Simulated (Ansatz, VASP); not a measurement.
## BaAs7 in VASP and in Ansatz

The input INCAR:

```
ALGO = Normal ; EDIFF = 1E-7
ENCUT = 520 ; GGA = PE
ISIF = 2 ; ISMEAR = 0
LASPH = T ; LCHARG = F
LREAL = F ; LWAVE = F
NBANDS = 32 ; NELM = 80
PREC = Accurate ; SIGMA = 0.1
```

KPOINTS

```
k-points
0
Gamma
  4 4 4
```

POSCAR

```
BaAs7
1.0
    0.0000000000      4.5802834900      4.5802834900
    4.5802834900      0.0000000000      4.5802834900
    4.5802834900      4.5802834900      0.0000000000
Ba As
1 7
Direct
    0.0000000000      0.0000000000      0.0000000000
    0.5000000000      0.5000000000      0.5000000000
    0.5000000000      0.0000000000      0.0000000000
    0.5000000000      0.0000000000      0.5000000000
    0.0000000000      0.5000000000      0.5000000000
    0.0000000000      0.5000000000      0.0000000000
    0.5000000000      0.5000000000      0.0000000000
    0.0000000000      0.0000000000      0.5000000000
```

Input for Ansatz:

```yaml
crystal:
  lattice:
    - [0.0, 4.58028349, 4.58028349]
    - [4.58028349, 0.0, 4.58028349]
    - [4.58028349, 4.58028349, 0.0]
  atoms:
    - { symbol: Ba, position: [0.0, 0.0, 0.0] }
    - { symbol: As, position: [0.5, 0.5, 0.5] }
    - { symbol: As, position: [0.5, 0.0, 0.0] }
    - { symbol: As, position: [0.5, 0.0, 0.5] }
    - { symbol: As, position: [0.0, 0.5, 0.5] }
    - { symbol: As, position: [0.0, 0.5, 0.0] }
    - { symbol: As, position: [0.5, 0.5, 0.0] }
    - { symbol: As, position: [0.0, 0.0, 0.5] }
basis:
  ecutwfc: 420
kpoints:
  mp_grid: { grid: [4, 4, 4] }
hamiltonian:
  xc: pbe
scf:
  occupations: { method: gaussian, width: 0.1 }
  lower_state_search: "off"
output:
  forces: true
  stress: true
  eigenvalues: true
```

Change from the starting cell: species swapped into the CuPt7 type (Fm-3m, No. 225).

Alike in both runs: task single point; functional PBE; k mesh 4 × 4 × 4; occupations gaussian, width 0.1 eV; no spin polarisation.

|  | VASP | Ansatz |
| --- | --- | --- |
| version | VASP 6.6.1 | Ansatz 0.2.0 |
| potentials or method | VASP PAW PBE potentials, release 64 (Ba_sv, As), cutoff 520 eV | scalar-relativistic, plane waves, PAW |
| valence electrons in the cell | 45 | 115 |

```tsv
	VASP	Ansatz	Ansatz less VASP
gap on the k mesh at the Fermi level (eV)	none	none	-
pressure (GPa)	-3.7	-4.1	-0.44
```

A gap of «none» marks a metal or a gap that the smearing closes. The functional is the same, so the differences come from potentials, cutoffs and numerics. VASP's potentials hold 45 valence electrons a cell and Ansatz's 115, so a difference there can come from the potentials and not from the codes.

Spin-orbit coupling is off throughout.
